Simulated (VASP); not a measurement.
# AlMo2As3 (P6/mmm) in VASP: single point with PBE

Aim: the single point of AlMo2As3 with PBE.

Program: VASP 6.6.1. These are calculated values, not measurements. Logs are shortened: lines on timing, memory, paths and dates and some standing lists are left out, and cuts for length are marked.

### Step 1. The cell of the first run

It takes space group P6/mmm (No. 191, hexagonal). Conventional cell: a = 5.407 Å, b = 5.407 Å, c = 4.248 Å, α = 90.00°, β = 90.00°, γ = 120.00°. Al (site symmetry 6/mmm) has 6 Mo at 3.12 Å and 12 As at 3.44 Å and 2 Al at 4.25 Å within 4.3 Å. Within 3.5 Å of Mo (site symmetry -6m2) lie 6 As at 2.64 Å and 3 Mo at 3.12 Å and 3 Al at 3.12 Å. Within 3.5 Å of As (site symmetry mmm) lie 4 Mo at 2.64 Å and 4 As at 2.70 Å and 4 Al at 3.44 Å.

The cell was generated, and may not be a known phase.

### Step 2. Single point, PBE

Contents of INCAR:

```
SYSTEM = AlMo2As3
  PREC = Accurate
  ENCUT = 520
  EDIFF = 1E-6
  ISMEAR = 0
  SIGMA = 0.1
  LREAL = .False.
  LASPH = .True.
  NELM = 100
  ALGO = Normal
  ISIF = 2
  LWAVE = .False.
  LCHARG = .False.
  GGA = PE
  NBANDS = 32
```

Contents of KPOINTS:

```
regular mesh
0
Gamma
  12 12 10
  0 0 0
```

Contents of POSCAR:

```
AlMo2As3
1.0
    5.4069851007      0.0000000000      0.0000000000
   -2.7034925504      4.6825864551      0.0000000000
    0.0000000000      0.0000000000      4.2479116003
Al Mo As
1 2 3
Direct
    0.0000000000      0.0000000000      0.0000000000
    0.3333333333      0.6666666667      0.0000000000
    0.6666666667      0.3333333333      0.0000000000
    0.5000000000      0.0000000000      0.5000000000
    0.5000000000      0.5000000000      0.5000000000
    0.0000000000      0.5000000000      0.5000000000
```

Potentials or basis: VASP PAW PBE potentials, release 64 (Al, Mo_sv, As).

Started as:

```console
cat potpaw_PBE.64/Al/POTCAR potpaw_PBE.64/Mo_sv/POTCAR potpaw_PBE.64/As/POTCAR > POTCAR
mpirun -np 1 vasp_std > vasp.out
```

OUTCAR:

```text
SYSTEM = AlMo2As3
   PREC = Accurate
   ENCUT = 520
   EDIFF = 1E-6
   ISMEAR = 0
   LREAL = .False.
   LASPH = .True.
   NELM = 100
   ISIF = 2
   GGA = PE

 ion  position               nearest neighbor table
   1  0.000  0.000  0.000-   2 3.12   3 3.12   3 3.12   2 3.12   3 3.12   2 3.12
   2  0.333  0.667  0.000-   6 2.64   6 2.64   4 2.64   4 2.64   5 2.64   5 2.64   3 3.12   3 3.12
                             1 3.12   1 3.12   1 3.12   3 3.12
   3  0.667  0.333  0.000-   6 2.64   6 2.64   4 2.64   4 2.64   5 2.64   5 2.64   2 3.12   2 3.12
                             1 3.12   1 3.12   1 3.12   2 3.12
   4  0.500  0.000  0.500-   2 2.64   3 2.64   2 2.64   3 2.64   6 2.70   6 2.70   5 2.70   5 2.70

   5  0.500  0.500  0.500-   2 2.64   3 2.64   2 2.64   3 2.64   6 2.70   6 2.70   4 2.70   4 2.70

   6  0.000  0.500  0.500-   2 2.64   3 2.64   2 2.64   3 2.64   4 2.70   4 2.70   5 2.70   5 2.70

  LATTYP: Found a hexagonal cell.
 ALAT       =     5.4069851007
 C/A-ratio  =     0.7856340495

  Lattice vectors:

 A1 = (   5.4069851007,   0.0000000000,   0.0000000000)
 A2 = (  -2.7034925504,   4.6825864551,   0.0000000000)
 A3 = (   0.0000000000,   0.0000000000,   4.2479116003)

Analysis of symmetry for initial positions (statically):
=====================================================================
 Subroutine PRICEL returns:
 Original cell was already a primitive cell.

 Routine SETGRP: Setting up the symmetry group for a
 hexagonal supercell.

 Subroutine GETGRP returns: Found 24 space group operations
 (whereof 24 operations were pure point group operations)
 out of a pool of 24 trial point group operations.

The static configuration has the point symmetry D_6h.

Analysis of symmetry for dynamics (positions and initial velocities):
=====================================================================
 Subroutine PRICEL returns:
 Original cell was already a primitive cell.

 Routine SETGRP: Setting up the symmetry group for a
 hexagonal supercell.

 Subroutine GETGRP returns: Found 24 space group operations
 (whereof 24 operations were pure point group operations)
 out of a pool of 24 trial point group operations.

The dynamic configuration has the point symmetry D_6h.

 Subroutine INISYM returns: Found 24 space group operations
 (whereof 24 operations are pure point group operations),
 and found     1 'primitive' translations

----------------------------------------------------------------------------------------

                                     Primitive cell

  volume of cell :     107.5515

  direct lattice vectors                    reciprocal lattice vectors
     5.406985101  0.000000000  0.000000000     0.184945951  0.106778594  0.000000000
    -2.703492550  4.682586455  0.000000000     0.000000000  0.213557189  0.000000000
     0.000000000  0.000000000  4.247911600     0.000000000  0.000000000  0.235409795

  length of vectors
     5.406985101  5.406985101  4.247911600     0.213557189  0.213557189  0.235409795

  position of ions in fractional coordinates (direct lattice)
     0.000000000  0.000000000  0.000000000
     0.333333333  0.666666667  0.000000000
     0.666666667  0.333333333  0.000000000
     0.500000000  0.000000000  0.500000000
     0.500000000  0.500000000  0.500000000
     0.000000000  0.500000000  0.500000000

  ion indices of the primitive-cell ions
   primitive index   ion index
                 1           1
                 2           2
                 3           3
                 4           4
                 5           5
                 6           6

----------------------------------------------------------------------------------------

 KPOINTS: regular mesh

Automatic generation of k-mesh.
 Grid dimensions read from file:
 generate k-points for:   12   12   10

 Generating k-lattice:

  Cartesian coordinates                     Fractional coordinates (reciprocal lattice)
     0.015412163  0.008898216  0.000000000     0.083333333  0.000000000  0.000000000
     0.000000000  0.017796432  0.000000000     0.000000000  0.083333333  0.000000000
     0.000000000  0.000000000  0.023540980     0.000000000  0.000000000  0.100000000

  Length of vectors
     0.017796432  0.017796432  0.023540980

  Shift w.r.t. Gamma in fractional coordinates (k-lattice)
     0.000000000  0.000000000  0.000000000

 Subroutine IBZKPT returns following result:
 ===========================================

 Found    114 irreducible k-points:

 Following reciprocal coordinates:
            Coordinates               Weight
  0.000000  0.000000  0.000000      1.000000
  0.083333  0.000000  0.000000      6.000000
  0.166667  0.000000  0.000000      6.000000
  0.250000  0.000000  0.000000      6.000000
  0.333333  0.000000  0.000000      6.000000
  0.416667  0.000000  0.000000      6.000000
[... 16 lines left out ...]
  0.250000  0.000000  0.100000     12.000000
  0.333333  0.000000  0.100000     12.000000
 [... further k-points ...]
   k-points           NKPTS =    114   k-points in BZ     NKDIM =    114   number of bands    NBANDS=     32
   number of dos      NEDOS =    301   number of ions     NIONS =      6
   total plane-waves  NPLWV =  51200
   dimension x,y,z NGX =    40 NGY =   40 NGZ =   32
   dimension x,y,z NGXF=    80 NGYF=   80 NGZF=   64
   ions per type =               1   2   3
   NGX,Y,Z   is equivalent  to a cutoff of  12.30, 12.30, 12.52 a.u.
   NGXF,Y,Z  is equivalent  to a cutoff of  24.60, 24.60, 25.05 a.u.
 SYSTEM =  AlMo2As3
   PREC   = accura    normal or accurate (medium, high low for compatibility)
   ISTART =      0    job   : 0-new  1-cont  2-samecut
   ICHARG =      2    charge: 1-file 2-atom 10-const
   ISPIN  =      1    spin polarized calculation?
   LNONCOLLINEAR =      F non collinear calculations
   LSORBIT =      F    spin-orbit coupling
   LASPH  =      T    aspherical Exc in radial PAW
   ENCUT  =  520.0 eV  38.22 Ry    6.18 a.u.  10.05 10.05  7.90*2*pi/ulx,y,z
   NELM   =    100;   NELMIN=  2; NELMDL= -5     # of ELM steps
   EDIFF  = 0.1E-05   stopping-criterion for ELM
   LREAL  =      F    real-space projection
   EDIFFG = 0.1E-04   stopping-criterion for IOM
   NSW    =      0    number of steps for IOM
   IBRION =     -1    ionic relax: 0-MD 1-quasi-New 2-CG
   NFREE  =      0    steps in history (QN), initial steepest desc. (CG)
   ISIF   =      2    stress and relaxation
   ISYM   =      2    0-nonsym 1-usesym 2-fastsym
   POTIM  = 0.5000    time-step for ionic-motion
   TEBEG  =    0.0;   TEEND  =   0.0 temperature during run
   PSTRESS=    0.0 pullay stress
   NELECT =      46.0000    total number of electrons
   NUPDOWN=      -1.0000    fix difference up-down
   EMIN   =  10.00;   EMAX   =-10.00  energy-range for DOS
   EFERMI =   0.00;   METHOD = LEGACY
   ISMEAR =     0;   SIGMA  =   0.10  broadening in eV -4-tet -1-fermi 0-gaus
   EFERMI_NEDOS =   21; number of points for ismear=-14 and -15
   IALGO  =     38    algorithm
   IMIX   =      4    mixing-type and parameters
     AMIX     =   0.40;   BMIX     =  1.00
     AMIX_MAG =   1.60;   BMIX_MAG =  1.00
  volume/ion in A,a.u.               =      17.93       120.97
  Fermi-wavevector in a.u.,A,eV,Ry     =   1.233451  2.330885 20.699928  1.521402
  Thomas-Fermi vector in A             =   2.368181
   LORBIT       =      0    0 simple, 1 ext, 2 COOP (PROOUT), +10 PAW based schemes
   GGA     = PE    functional components
   LHFCALC =     F    Hartree Fock is set to
   AEXX    =    0.0000 exact exchange contribution
   IVDW    =     0    specifies the selected vdW correction
   LEPSILON=     F    determine dielectric tensor
   LRPA    =     F    only Hartree local field effects (RPA)
 non-spin polarized calculation
 Gauss-broadening in eV      SIGMA  =   0.10
  energy-cutoff  :      520.00
  volume of cell :      107.55
 maximum number of plane-waves:      2922
   NGX = 21   NGY = 21   NGZ = 15

 number of electron      46.0000001 magnetization

 Free energy of the ion-electron system (eV)
  ---------------------------------------------------
  ext. energy  EPLUGINS =         0.00000000
  ---------------------------------------------------
  free energy    TOTEN  =       -37.25506854 eV

  energy without entropy =      -37.23279316  energy(sigma->0) =      -37.24393085

 E-fermi :   8.6368     XC(G=0): -11.2238

 val. band max:        8.6362304828   @ k =   0.2500   0.1667   0.1000
 cond. band min:       8.6369960642   @ k =   0.3333   0.0000   0.1000
 fundamental gap:      0.0007655814
 Fermi energy:         8.6368491311

 k-point     1 :       0.0000    0.0000    0.0000
  band No.  band energies     occupation
      1     -52.5772      2.00000
      2     -52.5429      2.00000
      3     -26.8175      2.00000
      4     -26.7555      2.00000
      5     -26.7554      2.00000
      6     -26.7554      2.00000
[... 24 lines left out ...]
     31      13.5193      0.00000
     32      13.8655      0.00000

 k-point     2 :       0.0833    0.0000    0.0000
  band No.  band energies     occupation
      1     -52.5767      2.00000
      2     -52.5434      2.00000
      3     -26.8165      2.00000
      4     -26.7564      2.00000
      5     -26.7564      2.00000
      6     -26.7530      2.00000
[... 24 lines left out ...]
     31      13.0074      0.00000
     32      13.5376      0.00000
[... 733 lines left out ...]
     31      11.9408      0.00000
     32      12.7463      0.00000

 k-point    24 :       0.3333    0.0000    0.1000
  band No.  band energies     occupation
      1     -52.5699      2.00000
      2     -52.5501      2.00000
      3     -26.8067      2.00000
      4     -26.7709      2.00000
      5     -26.7662      2.00000
      6     -26.7223      2.00000
[... 24 lines left out ...]
     31      11.5940      0.00000
     32      12.6126      0.00000

 [... further k-points ...]

------------------------ aborting loop because EDIFF is reached ----------------------------------------

  FORCE on cell =-STRESS in cart. coord.  units (eV):
  Direction    XX          YY          ZZ          XY          YZ          ZX
  --------------------------------------------------------------------------------------
  -------------------------------------------------------------------------------------
  Total        0.1712970      0.1712970      0.2132926     -0.0000000     -0.0000000     -0.0000000
  in kB        2.5517833      2.5517833      3.1773850     -0.0000000     -0.0000000     -0.0000000
  external PRESSURE =       2.7603172 kB  Pullay stress =       0.0000000 kB

 VOLUME and BASIS-vectors are now :
 -----------------------------------------------------------------------------
  energy-cutoff  :      520.00
  volume of cell :      107.55
      direct lattice vectors                 reciprocal lattice vectors
     5.406985101  0.000000000  0.000000000     0.184945951  0.106778594  0.000000000
    -2.703492550  4.682586455  0.000000000     0.000000000  0.213557189  0.000000000
     0.000000000  0.000000000  4.247911600     0.000000000  0.000000000  0.235409795

 POSITION                                       TOTAL-FORCE (eV/Angst)
 -----------------------------------------------------------------------------------
      0.00000      0.00000      0.00000        -0.000000      0.000000      0.000000
     -0.00000      3.12172      0.00000        -0.000000      0.000000      0.000000
      2.70349      1.56086      0.00000         0.000000     -0.000000     -0.000000
      2.70349      0.00000      2.12396        -0.000000      0.000000      0.000000
      1.35175      2.34129      2.12396        -0.000000      0.000000      0.000000
     -1.35175      2.34129      2.12396        -0.000000      0.000000      0.000000
 -----------------------------------------------------------------------------------
    total drift:                                0.000000     -0.000000      0.000000

  FREE ENERGIE OF THE ION-ELECTRON SYSTEM (eV)
  ---------------------------------------------------
  free  energy   TOTEN  =       -37.2550685381 eV

  energy  without entropy=      -37.2327931612  energy(sigma->0) =      -37.24393085
```

It took 2.4 min on 1 thread of AMD EPYC 9R45 (Zen 5), shared host; peak memory 0.43 GiB.

What came out:

```yaml
Free_energy: -37.2551 eV
Pressure: 0.3 GPa
Band_gap_on_the_k_mesh: zero (bands 23 and 24 overlap by 1.17 eV)
```

Levels at points of the mesh, in eV from the Fermi level:
```csv
k point,band 20,band 21,band 22,band 23,band 24,band 25,band 26,band 27
"(0.00, 0.00, 0.00)",-1.00,-0.85,-0.85,-0.64,-0.64,-0.51,2.17,2.31
"(0.50, 0.00, 0.00)",-2.04,-0.94,-0.54,0.53,0.55,0.64,0.70,0.81
"(0.00, 0.00, 0.50)",-2.73,-1.27,-0.46,0.24,0.60,0.60,0.94,0.94
"(0.50, 0.00, 0.50)",-2.18,-1.98,-1.57,-1.40,-0.02,0.66,0.87,1.51
```
